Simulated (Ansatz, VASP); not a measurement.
## Two plane-wave programs on Rb

```xyz
1
Lattice="-2.7859 2.7859 2.7859 2.7859 -2.7859 2.7859 2.7859 2.7859 -2.7859" Properties=species:S:1:pos:R:3 pbc="T T T"
Rb    0.0000    0.0000    0.0000
```

Alike in both runs: functional PBEsol; k mesh 10 × 10 × 10; occupations gaussian, width 0.1 eV; no spin polarisation.

Ansatz relaxed the structure, and its values are those at the end. VASP's run is a single point on that final structure, the one shown.

```csv
,VASP,Ansatz
version,VASP 6.6.1,Ansatz 0.2.0
potentials or method,"VASP PAW PBE potentials, release 64 (Rb_sv), cutoff 520 eV","scalar-relativistic, plane waves, PAW"
valence electrons in the cell,9,9
```

```csv
,VASP,Ansatz,Ansatz less VASP
gap on the k mesh at the Fermi level (eV),none,none,-
pressure (GPa),0.0,0.0,0.00
```

VASP's potentials were made for PBE, not for PBEsol. A gap of «none» marks a metal or a gap that the smearing closes. The functional is the same, so the differences come from potentials, cutoffs and numerics.
